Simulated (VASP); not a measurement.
Runs of VASP 6.6.1 on Ni. The structure is that of space group Fm-3m (No. 225), or close to it. The cells are those of the table. 

```tsv
task	cell	gap on the mesh (eV)	pressure (GPa)	moment (μB)
single point	a = 2.488 Å, angles 60.7°, 1 atom	none	-2.8	0.63
electric field gradients	a = 2.449 Å, angles 60.0°, 1 atom	none	(b)	0.62
single point	a = 2.549 Å, angles 60.0°, 1 atom	none	(a)	0.64
electric field gradients	a = 2.488, b = 2.488, c = 2.500 Å, angles 59.8, 59.8, 60.3°, 1 atom	none	-0.9	0.63
single point	a = 2.488, b = 2.488, c = 2.500 Å, angles 59.8, 59.8, 60.3°, 1 atom	none	-0.9	0.63
electric field gradients	a = 2.533 Å, angles 60.0°, 1 atom	none	-9.3	0.64
single point	a = 2.463, b = 2.463, c = 2.500 Å, angles 59.5, 59.5, 61.0°, 1 atom	none	3.3	0.63
electric field gradients	a = 2.466 Å, angles 60.0°, 1 atom	none	5.5	0.62
single point	a = 2.517 Å, angles 60.0°, 1 atom	none	-6.2	0.63
electric field gradients	a = 2.483 Å, angles 60.0°, 1 atom	none	1.1	0.63
electric field gradients	a = 2.492 Å, angles 60.0°, 1 atom	none	-0.9	0.63
single point	a = 2.475, b = 2.475, c = 2.500 Å, angles 59.7, 59.7, 60.7°, 1 atom	none	1.1	0.63
```

Alike in all rows: level PBE; potentials or basis VASP PAW PBE potentials, release 64 (Ni); spin collinear, ferromagnetic start; k mesh 20 × 20 × 20; cutoff (eV) 520; smearing fermi-dirac 0.05 eV.

Q: Fill in the values left out.

A: (a) -11.9; (b) 10.4.

Caveats: the cell stands under pressure (at least some runs); the cell stands under tension (at least some runs).

A gap of «none» marks levels without a gap at the run's occupations.
